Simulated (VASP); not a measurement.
A run of VASP 6.6.1:

POSCAR

```
Os
1.0
    2.7877234178      0.0000000000      0.0000000000
   -1.3938617089      2.4142392985      0.0000000000
    0.0000000000      0.0000000000      4.4044215090
Os
2
Direct
    0.6666666667      0.3333333333      0.7500000000
    0.3333333333      0.6666666667      0.2500000000
```

Contents of INCAR.step1:

```
ALGO     = Normal         # electronic algorithm
EDIFF    = 1E-4           # SCF threshold, eV
ENCUT    = 520            # plane-wave cutoff, eV
GGA      = PE             # functional
ISMEAR   = -1             # smearing method
LASPH    = T              # aspherical terms in the spheres
LCHARG   = F              # write CHGCAR
LREAL    = F              # projectors in reciprocal space
LWAVE    = T              # write WAVECAR
NBANDS   = 15             # bands
NELM     = 60             # most SCF steps
PREC     = Accurate       # precision mode
SIGMA    = 0.05           # smearing width, eV
```

File INCAR.step2:

```
ALGO     = Normal         # electronic algorithm
EDIFF    = 1E-6           # SCF threshold, eV
ENCUT    = 520            # plane-wave cutoff, eV
ISIF     = 2              # what is computed and relaxed
ISMEAR   = -1             # smearing method
ISTART   = 1            
IVDW     = 12             # dispersion correction
LASPH    = T              # aspherical terms in the spheres
LCHARG   = F              # write CHGCAR
LMIXTAU  = T            
LREAL    = F              # projectors in reciprocal space
LWAVE    = F              # write WAVECAR
METAGGA  = R2SCAN         # meta-GGA
NBANDS   = 15             # bands
NELM     = 60             # most SCF steps
PREC     = Accurate       # precision mode
SIGMA    = 0.05           # smearing width, eV
VDW_A1   = 0.49484001   
VDW_A2   = 5.73083694   
VDW_S6   = 1.0          
VDW_S8   = 0.78981345
```

File KPOINTS:

```
k-points
0
Gamma
  11 11 6
```

Potentials or basis: VASP PAW PBE potentials, release 64 (Os).

Run with:

```console
$ cat potpaw_PBE.64/Os/POTCAR > POTCAR
$ cp INCAR.step1 INCAR
$ mpirun -np 1 vasp_std > vasp.out
$ cp INCAR.step2 INCAR
$ mpirun -np 1 vasp_std > vasp.out
```

Hardware: 1 thread of AMD EPYC 7R13 (shared host).

Question: Estimate the wall time of this run.

Answer: Run time: 2.6 min on 1 thread of AMD EPYC 7R13 (shared host), peak memory 0.15 GiB. Counts: k points 64.
